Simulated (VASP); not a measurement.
A run of VASP 6.6.1:

The input INCAR:

```
  PREC = Accurate
  ENCUT = 520
  EDIFF = 1E-6
  ISMEAR = 0
  SIGMA = 0.05
  LREAL = F
  LASPH = T
  NELM = 60
  ALGO = Normal
  ISIF = 2
  LWAVE = F
  LCHARG = F
  GGA = PE
  NBANDS = 16
```

KPOINTS

```
regular mesh
0
Gamma
  12 12 6
```

Contents of POSCAR:

```
SiC
1.0
    3.1200190218      0.0000000000      0.0000000000
   -1.5600095109      2.7020157332      0.0000000000
    0.0000000000      0.0000000000      4.9832943816
Si C
2 2
Direct
    0.3333333333      0.6666666667      0.0045639005
    0.6666666667      0.3333333333      0.5045639005
    0.3333333333      0.6666666667      0.4102553796
    0.6666666667      0.3333333333      0.9102553796
```

Potentials or basis: VASP PAW PBE potentials, release 64 (Si, C).

Run with:

```bash
$ cat potpaw_PBE.64/Si/POTCAR potpaw_PBE.64/C/POTCAR > POTCAR
$ mpirun -np 1 vasp_std > vasp.out
```

Hardware: 1 thread of Intel Xeon 8259CL (shared host).

Task: Estimate the wall time of this run.

Result: Run time: 44 s on 1 thread of Intel Xeon 8259CL (shared host), peak memory 0.18 GiB. Counts: scf iterations 13, k points 76.
